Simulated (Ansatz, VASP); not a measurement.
**Nb3Te8Mo in VASP and in Ansatz**

```xyz
12
Lattice="3.6553 0.0001 0.0003 -1.8275 3.1669 0.0006 -0.0004 0.0053 29.4955" Properties=species:S:1:pos:R:3 pbc="T T T"
Nb    0.0059    2.0977   22.1055
Nb   -0.0046    2.1175    7.3926
Nb    1.8325    1.0715    0.0029
Te    0.0046    2.1329   27.6433
Te   -0.0066    2.1114   12.9702
Te    1.8337    1.0425   20.2499
Te    1.8235    1.0624    5.5395
Te    0.0046    2.1270    1.8577
Te   -0.0067    2.1104   16.5182
Te    1.8336    1.0415   23.9586
Te    1.8228    1.0612    9.2478
Mo    1.8212    1.0554   14.7442
```

Change from the starting cell: cell x1, atoms moved at random (sigma 0.05 Å) and cell strained at random (1.5 %), then relaxed without symmetry.

Alike in both runs: functional PBE; k mesh 6 × 6 × 1; occupations gaussian, width 0.2 eV; no spin polarisation.

Ansatz relaxed the structure, and its values are those at the end. VASP's run is a single point on that final structure, the one shown.

|  | VASP | Ansatz |
| --- | --- | --- |
| version | VASP 6.6.1 | Ansatz 0.2.0 |
| potentials or method | VASP PAW PBE potentials, release 64 (Nb_sv, Te, Mo_sv), cutoff 520 eV | scalar-relativistic, plane waves, PAW |
| valence electrons in the cell | 101 | 181 |

Ansatz gave:

* gap on the k mesh at the Fermi level (eV): none
* pressure (GPa): 0.0
* rms of the force components (eV/Å): 0.006

Q: Which values does VASP return?

A: gap on the k mesh at the Fermi level (eV): none; pressure (GPa): -0.1; rms of the force components (eV/Å): 0.002.

A gap of «none» marks a metal or a gap that the smearing closes. The functional is the same, so the differences come from potentials, cutoffs and numerics. VASP's potentials hold 101 valence electrons a cell and Ansatz's 181, so a difference there can come from the potentials and not from the codes.

Neither program's run includes spin-orbit coupling.
